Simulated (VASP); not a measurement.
# Cs (Im-3m) in VASP: a series of runs, part 2 of 2

VASP 6.6.1.

## 4. Relaxation of cell and atoms, LDA, target pressure 5 GPa, at which the enthalpy is minimised

This run uses another cell than the first one, of 39.53 Å³/atom.

INCAR

```
SYSTEM = Cs
  PREC = Accurate
  ENCUT = 500
  EDIFF = 1E-7
  ISMEAR = -1
  SIGMA = 0.05
  LREAL = .FALSE.
  LASPH = .TRUE.
  NELM = 120
  ALGO = Normal
  ISIF = 3
  LWAVE = .FALSE.
  LCHARG = .FALSE.
  GGA = CA
  IBRION = 2
  NSW = 60
  EDIFFG = -0.005
  PSTRESS = 50.0
  GGA_COMPAT = .FALSE.
  NELMIN = 4
```

KPOINTS

```
Automatic mesh
0
G
  13 13 13
  0 0 0
```

POSCAR

```
Cs
1.0
   -2.1460481942      2.1460481942      2.1460481942
    2.1460481942     -2.1460481942      2.1460481942
    2.1460481942      2.1460481942     -2.1460481942
Cs
1
Direct
    0.0000000000      0.0000000000      0.0000000000
```

Potentials or basis: VASP PAW LDA potentials, release 64 (Cs_sv).

Started as:

```console
cat potpaw_LDA.64/Cs_sv/POTCAR > POTCAR
mpirun -np 1 vasp_std > vasp.out
```

OUTCAR:

```text
SYSTEM = Cs
   PREC = Accurate
   ENCUT = 500
   EDIFF = 1E-7
   ISMEAR = -1
   LREAL = .FALSE.
   LASPH = .TRUE.
   NELM = 120
   ISIF = 3
   GGA = CA
   IBRION = 2
   NSW = 60
   EDIFFG = -0.005
   PSTRESS = 50.0
   NELMIN = 4

 ion  position               nearest neighbor table
   1  0.000  0.000  0.000-

  LATTYP: Found a body centered cubic cell.
 ALAT       =     4.2920963884

  Lattice vectors:

 A1 = (  -2.1460481942,   2.1460481942,   2.1460481942)
 A2 = (   2.1460481942,  -2.1460481942,   2.1460481942)
 A3 = (   2.1460481942,   2.1460481942,  -2.1460481942)

Analysis of symmetry for initial positions (statically):
=====================================================================
 Subroutine PRICEL returns:
 Original cell was already a primitive cell.

 Routine SETGRP: Setting up the symmetry group for a
 body centered cubic supercell.

 Subroutine GETGRP returns: Found 48 space group operations
 (whereof 48 operations were pure point group operations)
 out of a pool of 48 trial point group operations.

The static configuration has the point symmetry O_h .

Analysis of symmetry for dynamics (positions and initial velocities):
=====================================================================
 Subroutine PRICEL returns:
[... 136 lines left out ...]
   LEPSILON=     F    determine dielectric tensor
   LRPA    =     F    only Hartree local field effects (RPA)
 conjugate gradient relaxation of ions
 non-spin polarized calculation
  energy-cutoff  :      500.00
  volume of cell :       39.53
 maximum number of plane-waves:      1024
   NGX = 13   NGY = 13   NGZ = 13

--------------------------------------- Ionic step        1  -------------------------------------------

 number of electron       9.0000001 magnetization

 Free energy of the ion-electron system (eV)
  ---------------------------------------------------
  ext. energy  EPLUGINS =         0.00000000
  ---------------------------------------------------
  free energy    TOTEN  =        -0.37435040 eV

  energy without entropy =       -0.36081993  energy(sigma->0) =       -0.36758517

 E-fermi :   4.7531     XC(G=0):  -9.0900

 val. band max:        4.7520729298   @ k =  -0.3846   0.3846   0.1538
 cond. band min:       4.7561368404   @ k =  -0.4615  -0.4615   0.1538
 fundamental gap:      0.0040639106
 Fermi energy:         4.7530852956

 k-point     1 :       0.0000    0.0000    0.0000
  band No.  band energies     occupation
      1     -19.4225      2.00000
      2      -4.7576      2.00000
      3      -4.7576      2.00000
      4      -4.7576      2.00000
      5       2.9989      2.00000
      6       7.8194      0.00000
      7       7.8194      0.00000
      8       7.8194      0.00000
[... 326 lines left out ...]
--------------------------------------- Ionic step        3  -------------------------------------------

 number of electron       9.0000002 magnetization

 Free energy of the ion-electron system (eV)
  ---------------------------------------------------
  ext. energy  EPLUGINS =         0.00000000
  ---------------------------------------------------
  free energy    TOTEN  =        -0.41255786 eV

  energy without entropy =       -0.39849945  energy(sigma->0) =       -0.40552866

 E-fermi :   4.5632     XC(G=0):  -8.9687

 val. band max:        4.5470316640   @ k =   0.3077   0.1538  -0.0000
 cond. band min:       4.5702131454   @ k =  -0.3846   0.3846   0.1538
 fundamental gap:      0.0231814814
 Fermi energy:         4.5632007777

 k-point     1 :       0.0000    0.0000    0.0000
  band No.  band energies     occupation
      1     -19.5490      2.00000
      2      -4.9961      2.00000
      3      -4.9961      2.00000
      4      -4.9961      2.00000
      5       2.7396      2.00000
      6       7.6105      0.00000
      7       7.6105      0.00000
      8       7.6105      0.00000
[... 285 lines left out ...]
  energy  without entropy=       -0.3984994465  energy(sigma->0) =       -0.40552866

  enthalpy is  TOTEN    =         0.8583120078 eV   P V=        1.2708698720

 reached required accuracy - stopping structural energy minimisation
```

OSZICAR:

```text
N       E                     dE             d eps       ncg     rms          rms(c)
DAV:   1     0.419643884124E+02    0.41964E+02   -0.40734E+03  1344   0.907E+02
[... 19 lines left out ...]
       N       E                     dE             d eps       ncg     rms          rms(c)
DAV:   1    -0.432442115387E+00   -0.44171E-01   -0.42471E-01  1344   0.419E+00    0.586E-01
DAV:   2    -0.416754023131E+00    0.15688E-01   -0.23969E-02  1344   0.990E-01    0.263E-01
DAV:   3    -0.412624238942E+00    0.41298E-02   -0.16033E-02  1416   0.775E-01    0.476E-02
DAV:   4    -0.412575928978E+00    0.48310E-04   -0.53368E-05  1520   0.722E-02    0.311E-02
DAV:   5    -0.412557842241E+00    0.18087E-04   -0.14041E-05  1440   0.313E-02    0.746E-03
DAV:   6    -0.412557864281E+00   -0.22040E-07   -0.42523E-07  1760   0.550E-03
   3 F= 0.85831201E+00 E0= 0.86534122E+00  d E =-.111788E-02
```

CONTCAR:

```text
Cs
   1.00000000000000
    -2.1673408849311482    2.1673408849311482    2.1673408849311482
     2.1673408849311482   -2.1673408849311482    2.1673408849311482
     2.1673408849311482    2.1673408849311482   -2.1673408849311482
  Cs
     1
Direct
     0.0000000000000000    0.0000000000000000    0.0000000000000000

  0.00000000E+00  0.00000000E+00  0.00000000E+00
```

It took 91 s on 1 thread of Intel Xeon 8259CL, shared host; peak memory 0.16 GiB.

What came out:

```
Free energy                                                : -0.4126 eV
Relaxed volume                                             : 40.72 Å³/atom
Relaxed cell                                               : a = 3.754 Å, b = 3.754 Å, c = 3.754 Å, α = 109.47°, β = 109.47°, γ = 109.47°
Space group after relaxing (to 0.1 Å)                      : Im-3m (No. 229)
Energy change on relaxing (the run minimises the enthalpy) : -38.2 meV/atom
Ionic steps                                                : 3
Pressure after relaxing                                    : 5.0 GPa
Band gap on the k mesh                                     : zero (an odd number of electrons rules out a gap without spin polarisation)
```

Step by step:
| step | energy change (eV) | largest force (eV/Å) | pressure (GPa) | volume (Å³) |
| --- | --- | --- | --- | --- |
| 1 | 0.0000 | 0.0000 | 5.30 | 39.53 |
| 2 | -0.0139 | 0.0000 | 5.19 | 39.96 |
| 3 | -0.0382 | 0.0000 | 5.00 | 40.72 |

Final structure:
```xyz
1
Lattice="-2.1673 2.1673 2.1673 2.1673 -2.1673 2.1673 2.1673 2.1673 -2.1673" Properties=species:S:1:pos:R:3 pbc="T T T"
Cs    0.0000    0.0000    0.0000
```

Caveat: the cell is relaxed towards a set pressure, so the run minimises the enthalpy, not the energy; spin-orbit coupling is left out, which moves the levels of the heavy elements.

## 5. Relaxation of cell and atoms, LDA, target pressure 5 GPa, at which the enthalpy is minimised

INCAR

```
ALGO = Normal
EDIFF = 1E-7
EDIFFG = -0.005
ENCUT = 500
GGA = CA
GGA_COMPAT = F
IBRION = 2
ISIF = 3
ISMEAR = -1
LASPH = T
LCHARG = F
LREAL = F
LWAVE = F
NELM = 120
NELMIN = 4
NSW = 32
PREC = Accurate
PSTRESS = 50.0
SIGMA = 0.05
```

KPOINTS

```
k-points
0
Gamma
  13 13 13
```

POSCAR

```
Cs
1.0
   -2.1610920666      2.1610920666      2.1610920666
    2.1610920666     -2.1610920666      2.1610920666
    2.1610920666      2.1610920666     -2.1610920666
Cs
1
Direct
    0.0000000000      0.0000000000      0.0000000000
```

Started as:

```console
cat potpaw_LDA.64/Cs_sv/POTCAR > POTCAR
mpirun -np 1 vasp_std > vasp.out
```

It used 57 s of CPU time on 1 thread of Intel Xeon 8259CL, on a shared host.

Results (log left out):

```yaml
Free_energy: -0.4137 eV
Relaxed_volume: 40.76 Å³/atom
Relaxed_cell: a = 3.755 Å, b = 3.755 Å, c = 3.755 Å, α = 109.47°, β = 109.47°, γ = 109.47°
Space_group_after_relaxing_to_0.1_Å: Im-3m (No. 229)
Energy_change_on_relaxing_the_run_minimises_the_enthalpy: -12.1 meV/atom
Ionic_steps: 3
Pressure_after_relaxing: 5.0 GPa
Band_gap_on_the_k_mesh: zero (an odd number of electrons rules out a gap without spin polarisation)
```

Step by step:
```tsv
step	energy change (eV)	largest force (eV/Å)	pressure (GPa)	volume (Å³)
1	0.0000	0.0000	5.09	40.37
2	-0.0043	0.0000	5.06	40.51
3	-0.0121	0.0000	5.00	40.76
```

Final structure:
```
CELL_PARAMETERS angstrom
-2.16791 2.16791 2.16791
2.16791 -2.16791 2.16791
2.16791 2.16791 -2.16791
ATOMIC_POSITIONS crystal
Cs 0.00000 0.00000 0.00000
```

Levels at points of the mesh, in eV from the Fermi level:
| k point | band 2 | band 3 | band 4 | band 5 | band 6 | band 7 | band 8 |
| --- | --- | --- | --- | --- | --- | --- | --- |
| (0.00, 0.00, 0.00) | -9.56 | -9.56 | -9.56 | -1.83 | 3.05 | 3.05 | 3.05 |

Caveat: the cell is relaxed towards a set pressure, so the run minimises the enthalpy, not the energy; spin-orbit coupling is left out, which moves the levels of the heavy elements.

## 6. Overview

```csv
task,cell,gap on the mesh (eV),pressure (GPa)
single point,"a = 3.743 Å, angles 109.5°, 1 atom",none,5.1
relaxation of cell and atoms,"relaxed to 5 GPa from a = 3.717 Å, angles 109.5°, 1 atom",none,5.0
relaxation of cell and atoms,"relaxed to 5 GPa from a = 3.743 Å, angles 109.5°, 1 atom",none,5.0
```

Alike in all rows: level LDA; potentials or basis VASP PAW LDA potentials, release 64 (Cs_sv); no spin polarisation; k mesh 13 × 13 × 13; cutoff (eV) 500; smearing fermi-dirac 0.05 eV.

Caveats: spin-orbit coupling is left out, which moves the levels of the heavy elements; the cell is relaxed towards a set pressure, so the run minimises the enthalpy, not the energy (at least some runs); the cell stands under pressure (at least some runs).

Absolute energies hang on the potentials; compare differences alone.
